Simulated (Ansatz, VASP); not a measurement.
**One calculation of Cd4Te3, two programs**

```
CELL_PARAMETERS angstrom
4.58866 0.00000 0.00000
0.00000 4.58866 0.00000
0.00000 0.00000 24.73401
ATOMIC_POSITIONS crystal
Cd 0.50000 0.50000 0.29879
Cd 0.00000 0.00000 0.43400
Cd 0.50000 0.50000 0.56600
Cd 0.00000 0.00000 0.70121
Te 0.50000 0.00000 0.36689
Te 0.00000 0.50000 0.50000
Te 0.50000 0.00000 0.63311
```

Alike in both runs: functional PBEsol; k mesh 6 × 6 × 1; occupations gaussian, width 0.05 eV; no spin polarisation.

Ansatz relaxed the structure, and its values are those at the end. VASP's run is a single point on that final structure, the one shown.

```csv
,VASP,Ansatz
version,VASP 6.6.1,Ansatz 0.2.0
potentials or method,"VASP PAW PBE potentials, release 64 (Cd, Te), cutoff 520 eV","scalar-relativistic, plane waves, PAW"
valence electrons in the cell,66,128
```

Ansatz gave:

- gap on the k mesh at the Fermi level (eV): none
- rms of the force components (eV/Å): 0.000

**Question.** Estimate VASP's values.

**Answer.** gap on the k mesh at the Fermi level (eV): none; rms of the force components (eV/Å): 0.007.

VASP's potentials were made for PBE, not for PBEsol. A gap of «none» marks a metal or a gap that the smearing closes. With one functional, cell and mesh, what is left measures potentials, basis and numerics. VASP's potentials hold 66 valence electrons a cell and Ansatz's 128, so a difference there can come from the potentials and not from the codes. Ansatz's warnings: xc potential rough in thin density.

Spin-orbit coupling is off throughout.
